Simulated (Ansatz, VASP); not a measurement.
Two plane-wave programs on Ga7P8

Contents of INCAR:

```
SYSTEM = Ga7P8
PREC = Accurate
ENCUT = 520
EDIFF = 1E-6
ISMEAR = 0
SIGMA = 0.05
LREAL = Auto
LASPH = .True.
NELM = 80
ALGO = Normal
ISIF = 2
LWAVE = .False.
LCHARG = .True.
GGA = PE
LELF = .True.
LVHAR = .True.
NBANDS = 78
```

File KPOINTS:

```
Automatic mesh
0
Gamma
  6 6 4
  0 0 0
```

Contents of POSCAR:

```
Ga7P8
1.0
    3.8845647871      6.7282635766      0.0000000000
    7.7691295743      0.0000000000      0.0000000000
    3.8845647871      2.2427545255     -6.4350460940
Ga P
7 8
Direct
    0.4358314190      0.9351822840      0.6938240964
    0.9351822840      0.4358314190      0.6938240964
    0.9352036358      0.9352036358      0.6938181508
    0.5000000426      0.5000000426      0.4999998575
    0.5641690314      0.0648175141      0.3061758581
    0.0648175141      0.5641690314      0.3061758581
    0.0647961371      0.0647961371      0.3061818919
    0.0573756651      0.0573756651      0.8279353319
    0.0599006521      0.5558601876      0.8284297406
    0.5558601876      0.0599006521      0.8284297406
    0.5558709844      0.5558709844      0.8284212597
    0.9426244517      0.9426244517      0.1720643385
    0.9400989977      0.4441398915      0.1715704403
    0.4441398915      0.9400989977      0.1715704403
    0.4441291058      0.4441291058      0.1715788992
```

Input for Ansatz:

```yaml
crystal:
  lattice:
    - [3.8845647871, 6.7282635766, 0.0]
    - [7.7691295743, 0.0, 0.0]
    - [3.8845647871, 2.2427545255, -6.435046094]
  atoms:
    - { symbol: Ga, position: [0.435831419, 0.935182284, 0.6938240964] }
    - { symbol: Ga, position: [0.935182284, 0.435831419, 0.6938240964] }
    - { symbol: Ga, position: [0.9352036358, 0.9352036358, 0.6938181508] }
    - { symbol: Ga, position: [0.5000000426, 0.5000000426, 0.4999998575] }
    - { symbol: Ga, position: [0.5641690314, 0.0648175141, 0.3061758581] }
    - { symbol: Ga, position: [0.0648175141, 0.5641690314, 0.3061758581] }
    - { symbol: Ga, position: [0.0647961371, 0.0647961371, 0.3061818919] }
    - { symbol: P, position: [0.0573756651, 0.0573756651, 0.8279353319] }
    - { symbol: P, position: [0.0599006521, 0.5558601876, 0.8284297406] }
    - { symbol: P, position: [0.5558601876, 0.0599006521, 0.8284297406] }
    - { symbol: P, position: [0.5558709844, 0.5558709844, 0.8284212597] }
    - { symbol: P, position: [0.9426244517, 0.9426244517, 0.1720643385] }
    - { symbol: P, position: [0.9400989977, 0.4441398915, 0.1715704403] }
    - { symbol: P, position: [0.4441398915, 0.9400989977, 0.1715704403] }
    - { symbol: P, position: [0.4441291058, 0.4441291058, 0.1715788992] }
basis:
  ecutwfc: 420
kpoints:
  mp_grid: { grid: [6, 6, 4] }
hamiltonian:
  xc: pbe
scf:
  occupations: { method: gaussian, width: 0.05 }
output:
  forces: true
  stress: true
  eigenvalues: true
  write_density: true
  write_potential: true
  elf: true
  volumetric_format: npy
```

Alike in both runs: task single point; functional PBE; k mesh 6 × 6 × 4; occupations gaussian, width 0.05 eV; no spin polarisation.

|  | VASP | Ansatz |
| --- | --- | --- |
| version | VASP 6.6.1 | Ansatz 0.2.0 |
| potentials or method | VASP PAW PBE potentials, release 64 (Ga_d, P), cutoff 520 eV | scalar-relativistic, plane waves, PAW |
| valence electrons in the cell | 131 | 131 |

Ansatz gave:

```
gap on the k mesh at the Fermi level (eV)                     : none
pressure (GPa)                                                : -2.4
traceless stress, the component that is largest in VASP (GPa) : -2.21
rms of the force components (eV/Å)                            : 0.213
```

Task: Estimate VASP's values.

Result: gap on the k mesh at the Fermi level (eV): none; pressure (GPa): -2.5; traceless stress, the component that is largest in VASP (GPa): -2.27; rms of the force components (eV/Å): 0.227.

Atom by atom the forces differ by 0.016 eV/Å (rms over components). A gap of «none» marks a metal or a gap that the smearing closes. Ansatz's warnings: structure snapped to symmetry.
